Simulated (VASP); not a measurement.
A run of VASP 6.6.1 is set up as follows.

File POSCAR:

```
WC
1.0
    0.0000000000      2.3492623202      2.3492623202
    2.3492623202      0.0000000000      2.3492623202
    2.3492623202      2.3492623202      0.0000000000
W C
1 1
Direct
    0.0000000000      0.0000000000      0.0000000000
    0.2500000000      0.2500000000      0.2500000000
```

File INCAR.step1:

```
SYSTEM = WC
ALGO = Normal
EDIFF = 1E-5
ENCUT = 910
GGA = PE
GGA_COMPAT = .False.
ISMEAR = 0
LASPH = .True.
LCHARG = .False.
LREAL = .False.
LWAVE = .True.
NBANDS = 16
NELM = 120
PREC = Accurate
SIGMA = 0.1
```

INCAR.step2

```
SYSTEM = WC
ALGO = Normal
EDIFF = 1E-6
ENCUT = 910
GGA_COMPAT = .False.
ISIF = 2
ISMEAR = 0
ISTART = 1
LASPH = .True.
LCHARG = .False.
LMIXTAU = .True.
LREAL = .False.
LWAVE = .False.
METAGGA = R2SCAN
NBANDS = 16
NELM = 120
PREC = Accurate
SIGMA = 0.1
```

Contents of KPOINTS:

```
k-points
0
Gamma
  16 16 16
  0 0 0
```

Potentials or basis: VASP PAW PBE potentials, release 64 (W_sv, C_h).

Run with:

```bash
$ cat potpaw_PBE.64/W_sv/POTCAR potpaw_PBE.64/C_h/POTCAR > POTCAR
$ cp INCAR.step1 INCAR
$ mpirun -np 1 vasp_std > vasp.out
$ cp INCAR.step2 INCAR
$ mpirun -np 1 vasp_std > vasp.out
```

**Question.** What does it give for the pressure?

**Answer.** -2.5 GPa.

**Question.** Estimate the band gap on the k mesh.

**Answer.** Zero (band 9 reaches 10.02 eV, above the bottom of band 10 at 8.73 eV).

Caveat: the cutoff is under 1.25 times the usual one of these potentials, so pressure, stress and relaxed cells hold a basis-set (Pulay) error; the PAW data sets were made with another functional, which shifts forces and pressure a little; spin-orbit coupling is left out, which moves the levels of the heavy elements.
